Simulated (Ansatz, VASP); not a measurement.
# One calculation of MgO, two programs

The input INCAR:

```
PREC = Accurate
ENCUT = 520
EDIFF = 1E-6
ISMEAR = 0
SIGMA = 0.05
LREAL = F
LASPH = T
NELM = 100
ALGO = Normal
ISIF = 2
LWAVE = F
LCHARG = F
GGA = PE
NBANDS = 16
```

The input KPOINTS:

```
regular mesh
0
Gamma
  9 9 6
```

Contents of POSCAR:

```
MgO
1.0
    3.4157000000      0.0000000000      0.0000000000
   -1.7078500000      2.9580829717      0.0000000000
    0.0000000000      0.0000000000      4.2393824570
Mg O
2 2
Direct
    0.6666666667      0.3333333333      0.7500000000
    0.3333333333      0.6666666667      0.2500000000
    0.6666666667      0.3333333333      0.2500000000
    0.3333333333      0.6666666667      0.7500000000
```

Input for Ansatz:

```yaml
crystal:
  lattice:
    - [3.4157, 0.0, 0.0]
    - [-1.70785, 2.9580829717, 0.0]
    - [0.0, 0.0, 4.239382457]
  atoms:
    - { symbol: Mg, position: [0.6666666667, 0.3333333333, 0.75] }
    - { symbol: Mg, position: [0.3333333333, 0.6666666667, 0.25] }
    - { symbol: O, position: [0.6666666667, 0.3333333333, 0.25] }
    - { symbol: O, position: [0.3333333333, 0.6666666667, 0.75] }
basis:
  ecutwfc: 520.0
kpoints:
  mp_grid: { grid: [9, 9, 6] }
hamiltonian:
  xc: pbe
  pseudopotentials: { kind: paw, azcp: { folder: soft_1 } }
scf:
  occupations: { method: gaussian, width: 0.05 }
output:
  forces: true
  stress: true
  eigenvalues: true
```

Alike in both runs: task single point; functional PBE; k mesh 9 × 9 × 6; occupations gaussian, width 0.05 eV; no spin polarisation.

|  | VASP | Ansatz |
| --- | --- | --- |
| version | VASP 6.6.1 | Ansatz 0.2.0 |
| potentials or method | VASP PAW PBE potentials, release 64 (Mg, O), cutoff 520 eV | scalar-relativistic, plane waves, PAW |
| valence electrons in the cell | 16 | 32 |

Ansatz gave:

```
gap on the k mesh at the Fermi level (eV)                     : 3.56
least direct gap on the mesh (eV)                             : 3.56
pressure (GPa)                                                : 8.7
traceless stress, the component that is largest in VASP (GPa) : -3.83
```

Problem. Estimate VASP's values.

Solution. gap on the k mesh at the Fermi level (eV): 3.54; least direct gap on the mesh (eV): 3.54; pressure (GPa): 8.1; traceless stress, the component that is largest in VASP (GPa): -4.00.

With one functional, cell and mesh, what is left measures potentials, basis and numerics. VASP's potentials hold 16 valence electrons a cell and Ansatz's 32, so a difference there can come from the potentials and not from the codes.
